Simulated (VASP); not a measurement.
# Cd (Fm-3m) in VASP: a series of runs

The runs below take Cd through single point, with PBE.

Everything below comes from runs of VASP 6.6.1. Logs are shortened: lines on timing, memory, paths and dates and some standing lists are left out, and cuts for length are marked.

### Step 1. The cell of the first run

The structure is cubic, space group Fm-3m (No. 225). The conventional cell has a = 4.380 Å, b = 4.380 Å, c = 4.380 Å, α = 90.00°, β = 90.00°, γ = 90.00°. Within 4.1 Å of Cd (site symmetry m-3m) lie 12 Cd at 3.10 Å.

This isn't the form of Cd at room conditions, which is hcp.

### Step 2. Single point, PBE (strained)

INCAR reads:

```
SYSTEM = Cd
ALGO     = Normal         ! electronic algorithm
EDIFF    = 1E-6           ! SCF threshold, eV
ENCUT    = 520            ! plane-wave cutoff, eV
GGA      = PE             ! functional
ISIF     = 2              ! what is computed and relaxed
ISMEAR   = 0              ! smearing method
LASPH    = .True.         ! aspherical terms in the spheres
LCHARG   = .True.         ! write CHGCAR
LELF     = .True.         ! ELF
LREAL    = .False.        ! projectors in reciprocal space
LVHAR    = .True.       
LWAVE    = .False.        ! write WAVECAR
NBANDS   = 12             ! bands
NELM     = 100            ! most SCF steps
PREC     = Accurate       ! precision mode
SIGMA    = 0.1            ! smearing width, eV
```

KPOINTS reads:

```
k-points
0
Gamma
  16 16 16
  0 0 0
```

POSCAR reads:

```
Cd
1.0
    0.0000000000      2.1900457927      2.1900457927
    2.1900457927      0.0000000000      2.1900457927
    2.1900457927      2.1900457927      0.0000000000
Cd
1
Direct
    0.0000000000      0.0000000000      0.0000000000
```

Potentials or basis: VASP PAW PBE potentials, release 64 (Cd).

Run with:

```console
> cat potpaw_PBE.64/Cd/POTCAR > POTCAR
> mpirun -np 1 vasp_std > vasp.out
```

OUTCAR:

```text
SYSTEM = Cd
   EDIFF = 1E-6
   ENCUT = 520
   GGA = PE
   ISIF = 2
   ISMEAR = 0
   LASPH = .True.
   LREAL = .False.
   NELM = 100
   PREC = Accurate

 ion  position               nearest neighbor table
   1  0.000  0.000  0.000-

  LATTYP: Found a face centered cubic cell.
 ALAT       =     4.3800915854

  Lattice vectors:

 A1 = (   0.0000000000,   2.1900457927,   2.1900457927)
 A2 = (   2.1900457927,   0.0000000000,   2.1900457927)
 A3 = (   2.1900457927,   2.1900457927,   0.0000000000)

Analysis of symmetry for initial positions (statically):
=====================================================================
 Subroutine PRICEL returns:
 Original cell was already a primitive cell.

 Routine SETGRP: Setting up the symmetry group for a
 face centered cubic supercell.

 Subroutine GETGRP returns: Found 48 space group operations
 (whereof 48 operations were pure point group operations)
 out of a pool of 48 trial point group operations.

The static configuration has the point symmetry O_h .

Analysis of symmetry for dynamics (positions and initial velocities):
=====================================================================
 Subroutine PRICEL returns:
 Original cell was already a primitive cell.

 Routine SETGRP: Setting up the symmetry group for a
 face centered cubic supercell.

 Subroutine GETGRP returns: Found 48 space group operations
 (whereof 48 operations were pure point group operations)
 out of a pool of 48 trial point group operations.

The dynamic configuration has the point symmetry O_h .

 Subroutine INISYM returns: Found 48 space group operations
 (whereof 48 operations are pure point group operations),
 and found     1 'primitive' translations

----------------------------------------------------------------------------------------

                                     Primitive cell

  volume of cell :      21.0082

  direct lattice vectors                    reciprocal lattice vectors
     0.000000000  2.190045793  2.190045793    -0.228305728  0.228305728  0.228305728
     2.190045793  0.000000000  2.190045793     0.228305728 -0.228305728  0.228305728
     2.190045793  2.190045793  0.000000000     0.228305728  0.228305728 -0.228305728

  length of vectors
     3.097192462  3.097192462  3.097192462     0.395437121  0.395437121  0.395437121

  position of ions in fractional coordinates (direct lattice)
     0.000000000  0.000000000  0.000000000

  ion indices of the primitive-cell ions
   primitive index   ion index
                 1           1

----------------------------------------------------------------------------------------

 KPOINTS: k-points

Automatic generation of k-mesh.
 Grid dimensions read from file:
 generate k-points for:   16   16   16

 Generating k-lattice:

  Cartesian coordinates                     Fractional coordinates (reciprocal lattice)
    -0.014269108  0.014269108  0.014269108     0.062500000  0.000000000  0.000000000
     0.014269108 -0.014269108  0.014269108     0.000000000  0.062500000  0.000000000
     0.014269108  0.014269108 -0.014269108     0.000000000  0.000000000  0.062500000

  Length of vectors
     0.024714820  0.024714820  0.024714820

  Shift w.r.t. Gamma in fractional coordinates (k-lattice)
     0.000000000  0.000000000  0.000000000

 Subroutine IBZKPT returns following result:
 ===========================================

 Found    145 irreducible k-points:

 Following reciprocal coordinates:
            Coordinates               Weight
  0.000000  0.000000  0.000000      1.000000
  0.062500  0.000000  0.000000      8.000000
  0.125000  0.000000  0.000000      8.000000
  0.187500  0.000000  0.000000      8.000000
  0.250000  0.000000  0.000000      8.000000
  0.312500  0.000000  0.000000      8.000000
[... 16 lines left out ...]
 -0.125000  0.062500  0.000000     24.000000
 -0.062500  0.062500  0.000000     12.000000
 [... further k-points ...]
   k-points           NKPTS =    145   k-points in BZ     NKDIM =    145   number of bands    NBANDS=     12
   number of dos      NEDOS =    301   number of ions     NIONS =      1
   total plane-waves  NPLWV =  13824
   dimension x,y,z NGX =    24 NGY =   24 NGZ =   24
   dimension x,y,z NGXF=    48 NGYF=   48 NGZF=   48
   ions per type =               1
   NGX,Y,Z   is equivalent  to a cutoff of  12.88, 12.88, 12.88 a.u.
   NGXF,Y,Z  is equivalent  to a cutoff of  25.76, 25.76, 25.76 a.u.
 SYSTEM =  Cd
   PREC   = accura    normal or accurate (medium, high low for compatibility)
   ISTART =      0    job   : 0-new  1-cont  2-samecut
   ICHARG =      2    charge: 1-file 2-atom 10-const
   ISPIN  =      1    spin polarized calculation?
   LNONCOLLINEAR =      F non collinear calculations
   LSORBIT =      F    spin-orbit coupling
   LASPH  =      T    aspherical Exc in radial PAW
   ENCUT  =  520.0 eV  38.22 Ry    6.18 a.u.   5.76  5.76  5.76*2*pi/ulx,y,z
   NELM   =    100;   NELMIN=  2; NELMDL= -5     # of ELM steps
   EDIFF  = 0.1E-05   stopping-criterion for ELM
   LREAL  =      F    real-space projection
   EDIFFG = 0.1E-04   stopping-criterion for IOM
   NSW    =      0    number of steps for IOM
   IBRION =     -1    ionic relax: 0-MD 1-quasi-New 2-CG
   NFREE  =      0    steps in history (QN), initial steepest desc. (CG)
   ISIF   =      2    stress and relaxation
   ISYM   =      2    0-nonsym 1-usesym 2-fastsym
   POTIM  = 0.5000    time-step for ionic-motion
   TEBEG  =    0.0;   TEEND  =   0.0 temperature during run
   PSTRESS=    0.0 pullay stress
   NELECT =      12.0000    total number of electrons
   NUPDOWN=      -1.0000    fix difference up-down
   EMIN   =  10.00;   EMAX   =-10.00  energy-range for DOS
   EFERMI =   0.00;   METHOD = LEGACY
   ISMEAR =     0;   SIGMA  =   0.10  broadening in eV -4-tet -1-fermi 0-gaus
   EFERMI_NEDOS =   21; number of points for ismear=-14 and -15
   IALGO  =     38    algorithm
   IMIX   =      4    mixing-type and parameters
     AMIX     =   0.40;   BMIX     =  1.00
     AMIX_MAG =   1.60;   BMIX_MAG =  1.00
  volume/ion in A,a.u.               =      21.01       141.77
  Fermi-wavevector in a.u.,A,eV,Ry     =   1.358330  2.566872 25.103581  1.845061
  Thomas-Fermi vector in A             =   2.485173
   LORBIT       =      0    0 simple, 1 ext, 2 COOP (PROOUT), +10 PAW based schemes
   GGA     = PE    functional components
   LHFCALC =     F    Hartree Fock is set to
   AEXX    =    0.0000 exact exchange contribution
   IVDW    =     0    specifies the selected vdW correction
   LEPSILON=     F    determine dielectric tensor
   LRPA    =     F    only Hartree local field effects (RPA)
 non-spin polarized calculation
 Gauss-broadening in eV      SIGMA  =   0.10
  energy-cutoff  :      520.00
  volume of cell :       21.01
 maximum number of plane-waves:       588
   NGX = 11   NGY = 11   NGZ = 11

 number of electron      12.0000006 magnetization

 Free energy of the ion-electron system (eV)
  ---------------------------------------------------
  ext. energy  EPLUGINS =         0.00000000
  ---------------------------------------------------
  free energy    TOTEN  =        -0.70960361 eV

  energy without entropy =       -0.70671178  energy(sigma->0) =       -0.70815770

 E-fermi :   3.1462     XC(G=0): -11.1904

 val. band max:        3.1355523796   @ k =  -0.3750   0.3125   0.0625
 cond. band min:       3.1530748238   @ k =  -0.3750   0.1875   0.0625
 fundamental gap:      0.0175224442
 Fermi energy:         3.1462450582

 k-point     1 :       0.0000    0.0000    0.0000
  band No.  band energies     occupation
      1      -6.1231      2.00000
      2      -6.1231      2.00000
      3      -6.1231      2.00000
      4      -5.9560      2.00000
      5      -5.6307      2.00000
      6      -5.6307      2.00000
      7      17.1542      0.00000
      8      18.4589      0.00000
      9      18.4589      0.00000
     10      18.4589      0.00000
     11      21.8955      0.00000
     12      21.8955      0.00000

 k-point     2 :       0.0625    0.0000    0.0000
  band No.  band energies     occupation
      1      -6.1384      2.00000
      2      -6.1053      2.00000
      3      -6.1053      2.00000
      4      -5.8473      2.00000
      5      -5.6352      2.00000
      6      -5.6352      2.00000
      7      16.6040      0.00000
      8      17.6046      0.00000
      9      18.2969      0.00000
     10      18.2969      0.00000
     11      22.1705      0.00000
     12      22.1705      0.00000

 k-point     3 :       0.1250    0.0000    0.0000
  band No.  band energies     occupation
      1      -6.1978      2.00000
      2      -6.0612      2.00000
      3      -6.0612      2.00000
      4      -5.6404      2.00000
      5      -5.6404      2.00000
      6      -5.5045      2.00000
      7      14.3924      0.00000
      8      17.4507      0.00000
      9      17.9199      0.00000
     10      17.9199      0.00000
     11      22.0694      0.00000
     12      22.7881      0.00000

 k-point     4 :       0.1875    0.0000    0.0000
  band No.  band energies     occupation
      1      -6.2911      2.00000
      2      -6.0207      2.00000
      3      -6.0207      2.00000
      4      -5.6204      2.00000
      5      -5.6204      2.00000
      6      -4.9293      2.00000
      7      11.9471      0.00000
      8      17.3685      0.00000
      9      17.4772      0.00000
     10      17.4772      0.00000
     11      21.7378      0.00000
     12      22.6295      0.00000

 k-point     5 :       0.2500    0.0000    0.0000
  band No.  band energies     occupation
      1      -6.4002      2.00000
      2      -6.0164      2.00000
      3      -6.0164      2.00000
      4      -5.5493      2.00000
      5      -5.5493      2.00000
      6      -4.1287      2.00000
      7       9.5526      0.00000
      8      17.0406      0.00000
      9      17.0406      0.00000
     10      17.1536      0.00000
     11      21.6152      0.00000
     12      21.7166      0.00000
[... 228 lines left out ...]
      1      -6.4086      2.00000
      2      -6.0300      2.00000
      3      -5.9993      2.00000
      4      -5.5912      2.00000
      5      -5.5041      2.00000
      6      -3.6890      2.00000
      7       8.8569      0.00000
      8      14.7485      0.00000
      9      17.6487      0.00000
     10      18.0734      0.00000
     11      20.6028      0.00000
     12      20.6726      0.00000

 k-point    22 :      -0.1875    0.0625    0.0000
  band No.  band energies     occupation
      1      -6.3024      2.00000
      2      -6.0223      2.00000
      3      -5.9917      2.00000
      4      -5.6746      2.00000
      5      -5.5918      2.00000
      6      -4.5584      2.00000
      7      11.2168      0.00000
      8      15.0733      0.00000
      9      18.1144      0.00000
     10      18.6926      0.00000
     11      20.6636      0.00000
     12      21.3574      0.00000

 k-point    23 :      -0.1250    0.0625    0.0000
  band No.  band energies     occupation
      1      -6.2091      2.00000
      2      -6.0512      2.00000
      3      -6.0315      2.00000
      4      -5.6883      2.00000
      5      -5.6415      2.00000
      6      -5.2027      2.00000
      7      13.6567      0.00000
      8      15.5176      0.00000
      9      18.2147      0.00000
     10      18.9896      0.00000
     11      21.0567      0.00000
     12      22.2851      0.00000

 k-point    24 :      -0.0625    0.0625    0.0000
  band No.  band energies     occupation
      1      -6.1537      2.00000
      2      -6.0866      2.00000
      3      -6.0819      2.00000
      4      -5.7030      2.00000
      5      -5.6632      2.00000
      6      -5.5777      2.00000
      7      15.9316      0.00000
      8      16.1964      0.00000
      9      18.0395      0.00000
     10      18.8487      0.00000
     11      21.7369      0.00000
     12      21.9959      0.00000

 [... further k-points ...]

------------------------ aborting loop because EDIFF is reached ----------------------------------------

  FORCE on cell =-STRESS in cart. coord.  units (eV):
  Direction    XX          YY          ZZ          XY          YZ          ZX
  --------------------------------------------------------------------------------------
  -------------------------------------------------------------------------------------
  Total        0.6431902      0.6431902      0.6431902      0.0000000      0.0000000     -0.0000000
  in kB       49.0524181     49.0524181     49.0524181      0.0000000      0.0000000     -0.0000000
  external PRESSURE =      49.0524181 kB  Pullay stress =       0.0000000 kB

 VOLUME and BASIS-vectors are now :
 -----------------------------------------------------------------------------
  energy-cutoff  :      520.00
  volume of cell :       21.01
      direct lattice vectors                 reciprocal lattice vectors
     0.000000000  2.190045793  2.190045793    -0.228305728  0.228305728  0.228305728
     2.190045793  0.000000000  2.190045793     0.228305728 -0.228305728  0.228305728
     2.190045793  2.190045793  0.000000000     0.228305728  0.228305728 -0.228305728

 POSITION                                       TOTAL-FORCE (eV/Angst)
 -----------------------------------------------------------------------------------
      0.00000      0.00000      0.00000        -0.000000      0.000000     -0.000000
 -----------------------------------------------------------------------------------
    total drift:                                0.000000     -0.000000      0.000000

  FREE ENERGIE OF THE ION-ELECTRON SYSTEM (eV)
  ---------------------------------------------------
  free  energy   TOTEN  =        -0.7096036127 eV

  energy  without entropy=       -0.7067117820  energy(sigma->0) =       -0.70815770
```

Wall time 24 s (1 thread of Intel Xeon 8259CL, shared host); peak memory 0.16 GiB.

What came out:

* Free energy: -0.7096 eV
* Pressure: 4.9 GPa
* Band gap on the k mesh: zero (bands 6 and 7 overlap by 3.36 eV)

Caveat: the cell differs from its parent crystal (strained); the cell stands under pressure.

### Step 3. Single point, PBE (strained)

INCAR reads:

```
SYSTEM = Cd
PREC = Accurate
ENCUT = 520
EDIFF = 1E-7
ISMEAR = 0
SIGMA = 0.1
LREAL = .FALSE.
LASPH = .TRUE.
NELM = 60
ALGO = Fast
ISIF = 2
LWAVE = .FALSE.
LCHARG = .TRUE.
GGA = PE
LELF = .TRUE.
LVHAR = .TRUE.
NBANDS = 12
```

KPOINTS reads:

```
Automatic mesh
0
G
  16 16 16
  0 0 0
```

POSCAR reads:

```
Cd
1.0
    0.0000000000      2.1830142580      2.1830142580
    2.1830142580      0.0000000000      2.1830142580
    2.1830142580      2.1830142580      0.0000000000
Cd
1
Direct
    0.0000000000      0.0000000000      0.0000000000
```

Potentials or basis: VASP PAW PBE potentials, release 64 (Cd).

Run with:

```console
> cat potpaw_PBE.64/Cd/POTCAR > POTCAR
> mpirun -np 1 vasp_std > vasp.out
```

OUTCAR:

```text
SYSTEM = Cd
   PREC = Accurate
   ENCUT = 520
   EDIFF = 1E-7
   ISMEAR = 0
   LREAL = .FALSE.
   LASPH = .TRUE.
   NELM = 60
   ISIF = 2
   GGA = PE

 ion  position               nearest neighbor table
   1  0.000  0.000  0.000-

  LATTYP: Found a face centered cubic cell.
 ALAT       =     4.3660285160

  Lattice vectors:

 A1 = (   0.0000000000,   2.1830142580,   2.1830142580)
 A2 = (   2.1830142580,   0.0000000000,   2.1830142580)
 A3 = (   2.1830142580,   2.1830142580,   0.0000000000)

[... 538 lines left out ...]
     12      22.1843      0.00000

 [... further k-points ...]

------------------------ aborting loop because EDIFF is reached ----------------------------------------

  FORCE on cell =-STRESS in cart. coord.  units (eV):
  Direction    XX          YY          ZZ          XY          YZ          ZX
  --------------------------------------------------------------------------------------
  -------------------------------------------------------------------------------------
  Total        0.7252852      0.7252852      0.7252852      0.0000000     -0.0000000      0.0000000
  in kB       55.8495524     55.8495524     55.8495524      0.0000000     -0.0000000      0.0000000
  external PRESSURE =      55.8495524 kB  Pullay stress =       0.0000000 kB

 VOLUME and BASIS-vectors are now :
 -----------------------------------------------------------------------------
  energy-cutoff  :      520.00
  volume of cell :       20.81
      direct lattice vectors                 reciprocal lattice vectors
     0.000000000  2.183014258  2.183014258    -0.229041106  0.229041106  0.229041106
     2.183014258  0.000000000  2.183014258     0.229041106 -0.229041106  0.229041106
     2.183014258  2.183014258  0.000000000     0.229041106  0.229041106 -0.229041106

 POSITION                                       TOTAL-FORCE (eV/Angst)
 -----------------------------------------------------------------------------------
      0.00000      0.00000      0.00000         0.000000      0.000000      0.000000
 -----------------------------------------------------------------------------------
    total drift:                                0.000000      0.000000     -0.000000

  FREE ENERGIE OF THE ION-ELECTRON SYSTEM (eV)
  ---------------------------------------------------
  free  energy   TOTEN  =        -0.7030039226 eV

  energy  without entropy=       -0.7000723863  energy(sigma->0) =       -0.70153815
```

stdout:

```text
POSCAR found type information on POSCAR Cd
 POSCAR found :  1 types and       1 ions
 scaLAPACK will be used
 LDA part: xc-table for (Slater+PW92), standard interpolation
 POSCAR, INCAR and KPOINTS ok, starting setup
 FFT: planning ... GRIDC
 FFT: planning ... GRID_SOFT
 FFT: planning ... GRID
 WAVECAR not read
 entering main loop
```

It took 33 s on 1 thread of Intel Xeon 8259CL, shared host; peak memory 0.16 GiB.

What came out:

```
Free energy            : -0.7030 eV
Pressure               : 5.6 GPa
Band gap on the k mesh : zero (bands 6 and 7 overlap by 3.35 eV)
```

Levels at points of the mesh, in eV from the Fermi level:
```tsv
k point	band 3	band 4	band 5	band 6	band 7	band 8	band 9	band 10
(0.00, 0.00, 0.00)	-9.30	-9.18	-8.80	-8.80	14.04	15.40	15.40	15.40
(0.50, 0.00, 0.00)	-9.30	-8.39	-8.39	-2.55	-1.27	12.96	12.96	13.13
(0.50, 0.50, 0.00)	-8.41	-8.28	-8.28	-0.96	1.54	6.93	6.93	11.36
```

Caveat: the cell differs from its parent crystal (strained); the cell stands under pressure.

(Continued in part 2 of 2.)
